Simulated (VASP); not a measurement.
# Al3BiO3 in VASP: further runs, part 2 of 2

VASP 6.6.1. The steps go on from the part before.

## Step 4: Single point, PBE

INCAR reads:

```
PREC = Accurate ; ENCUT = 520
EDIFF = 1E-6 ; ISMEAR = 0
SIGMA = 0.1 ; LREAL = False
LASPH = True ; NELM = 80
ALGO = Normal ; ISIF = 2
LWAVE = False ; LCHARG = False
GGA = PE ; NBANDS = 30
```

KPOINTS reads:

```
Automatic mesh
0
Gamma
  3 3 3
```

POSCAR reads:

```
Al3BiO3
1.0
    3.7229379237      2.1490205646      2.1945978866
   -3.7303936835      2.1541661141      2.2021607395
    0.0007040976     -4.3044519276      2.1995588208
Al Bi O
3 1 3
Direct
    0.4629403186      0.0230727109      0.4628266240
    0.0233444627      0.4636095432      0.4636646909
    0.4631723848      0.4629868117      0.0231945889
    0.8692292383      0.8692887464      0.8692396374
    0.2677788435      0.2678170232      0.6457374066
    0.2677879877      0.6457011320      0.2678173247
    0.6459467643      0.2677240326      0.2677197274
```

Potentials or basis: VASP PAW PBE potentials, release 64 (Al, Bi_d, O).

The run is started by

```console
> cat potpaw_PBE.64/Al/POTCAR potpaw_PBE.64/Bi_d/POTCAR potpaw_PBE.64/O/POTCAR > POTCAR
> mpirun -np 1 vasp_std > vasp.out
```

OUTCAR:

```text
PREC = Accurate
   ENCUT = 520
   EDIFF = 1E-6
   ISMEAR = 0
   LREAL = False
   LASPH = True
   NELM = 80
   ISIF = 2
   GGA = PE

 ion  position               nearest neighbor table
   1  0.463  0.023  0.463-   5 1.85   7 1.85   6 1.86   4 2.81   2 3.11   2 3.11   3 3.11   3 3.11
                             2 3.28   3 3.28   4 3.50
   2  0.023  0.464  0.464-   6 1.85   5 1.85   7 1.86   4 2.81   3 3.11   3 3.11   1 3.11   1 3.11
                             3 3.28   1 3.28   4 3.51
   3  0.463  0.463  0.023-   6 1.85   7 1.85   5 1.86   4 2.81   2 3.11   2 3.11   1 3.11   1 3.11
                             2 3.28   1 3.28   4 3.50
   4  0.869  0.869  0.869-   2 2.81   3 2.81   1 2.81   1 3.50   3 3.50   2 3.51
   5  0.268  0.268  0.646-   2 1.85   1 1.85   3 1.86
   6  0.268  0.646  0.268-   2 1.85   3 1.85   1 1.86
   7  0.646  0.268  0.268-   3 1.85   1 1.85   2 1.86

  LATTYP: Found a triclinic cell.
 ALAT       =     4.8338769015
 B/A-ratio  =     1.5412039899
 C/A-ratio  =     1.0008430515
 COS(alpha) =     0.0001534134
 COS(beta)  =     0.1894867296
 COS(gamma) =     0.7715954024

[... 182 lines left out ...]
 cond. band min:       6.9459819524   @ k =   0.0000   0.0000   0.0000
 fundamental gap:      0.7015017527
 Fermi energy:         6.6062557266

 k-point     1 :       0.0000    0.0000    0.0000
  band No.  band energies     occupation
      1     -14.8985      2.00000
      2     -14.8982      2.00000
      3     -14.8624      2.00000
      4     -14.8623      2.00000
      5     -14.8326      2.00000
      6     -14.0395      2.00000
[... 451 lines left out ...]
     29      13.6255      0.00000
     30      13.8869      0.00000

------------------------ aborting loop because EDIFF is reached ----------------------------------------

  FORCE on cell =-STRESS in cart. coord.  units (eV):
  Direction    XX          YY          ZZ          XY          YZ          ZX
  --------------------------------------------------------------------------------------
  -------------------------------------------------------------------------------------
  Total       -0.0892461     -0.0957941     -0.0757213      0.0282099      0.0044872      0.0364978
  in kB       -1.3514595     -1.4506163     -1.1466524      0.4271844      0.0679498      0.5526890
  external PRESSURE =      -1.3162428 kB  Pullay stress =       0.0000000 kB

 VOLUME and BASIS-vectors are now :
 -----------------------------------------------------------------------------
  energy-cutoff  :      520.00
  volume of cell :      105.80
      direct lattice vectors                 reciprocal lattice vectors
     3.722937924  2.149020565  2.194597887     0.134375720  0.077566765  0.151752157
    -3.730393684  2.154166114  2.202160740    -0.133961063  0.077382505  0.151477465
     0.000704098 -4.304451928  2.199558821     0.000046883 -0.154865862  0.151570081

 POSITION                                       TOTAL-FORCE (eV/Angst)
 -----------------------------------------------------------------------------------
      1.63775     -0.94764      2.08479         0.002353     -0.000689     -0.002235
     -1.64221     -0.94696      2.09203        -0.002783     -0.001723     -0.005115
     -0.00274      1.89288      2.08707         0.000023      0.006014     -0.002708
     -0.00609     -0.00102      5.73387         0.001396     -0.001670      0.008495
     -0.00168     -1.62716      2.59778        -0.000237     -0.006567      0.000813
     -1.41157      0.81362      2.59870        -0.004508      0.002617     -0.000893
      1.40629      0.81249      2.59603         0.003756      0.002019      0.001643
 -----------------------------------------------------------------------------------
    total drift:                                0.000114      0.000020     -0.001513

  FREE ENERGIE OF THE ION-ELECTRON SYSTEM (eV)
  ---------------------------------------------------
  free  energy   TOTEN  =       -43.0328971502 eV

  energy  without entropy=      -43.0328971082  energy(sigma->0) =      -43.03289713
```

stdout:

```text
POSCAR found type information on POSCAR AlBiO
 POSCAR found :  3 types and       7 ions
 scaLAPACK will be used
 LDA part: xc-table for (Slater+PW92), standard interpolation
 POSCAR, INCAR and KPOINTS ok, starting setup
 FFT: planning ... GRIDC
 FFT: planning ... GRID_SOFT
 FFT: planning ... GRID
 WAVECAR not read
 entering main loop
```

Run time: 43 s. Hardware: 1 thread of Intel Xeon Platinum 8488C (Sapphire Rapids), shared host; peak memory 0.21 GiB.

Results:

```
Free energy            : -43.0329 eV
Pressure               : -0.1 GPa
Largest force          : 0.009 eV/Å
Band gap on the k mesh : 0.70 eV, indirect (least direct gap 0.76 eV)
```

Forces in eV/Å, atoms in the order of the input:
```
Al   0.002 -0.001 -0.002
Al  -0.003 -0.002 -0.005
Al   0.000  0.006 -0.003
Bi   0.001 -0.002  0.008
O    0.000 -0.007  0.001
O   -0.005  0.003 -0.001
O    0.004  0.002  0.002
```

Caveat: the k points lie up to 0.45 Å⁻¹ apart; spin-orbit coupling is left out, which moves the levels of the heavy elements.

## Step 5: Summary

```csv
cell,smearing,gap on the mesh (eV),pressure (GPa),largest force (eV/Å)
"a = 4.831 Å, angles 100.9°, 7 atoms",gaussian 0.15 eV,0.71,-0.1,0.03
"a = 4.831 Å, angles 100.9°, 7 atoms",gaussian 0.1 eV,0.70,0.0,0.04
"a = 4.826, b = 4.838, c = 4.834 Å, angles 100.9°, 7 atoms",gaussian 0.1 eV,0.70,-0.1,0.01
```

Some of these runs hold the atoms at other places in the same cell, which the table doesn't show; runs alike in all that it shows share one row.

Alike in all rows: task single point; level PBE; potentials or basis VASP PAW PBE potentials, release 64 (Al, Bi_d, O); no spin polarisation; k mesh 3 × 3 × 3; cutoff (eV) 520.

Caveats: all runs use coarse meshes; spin-orbit coupling is left out, which moves the levels of the heavy elements.

Total energies depend on the potentials used, so only differences within one code and one set of settings carry meaning.
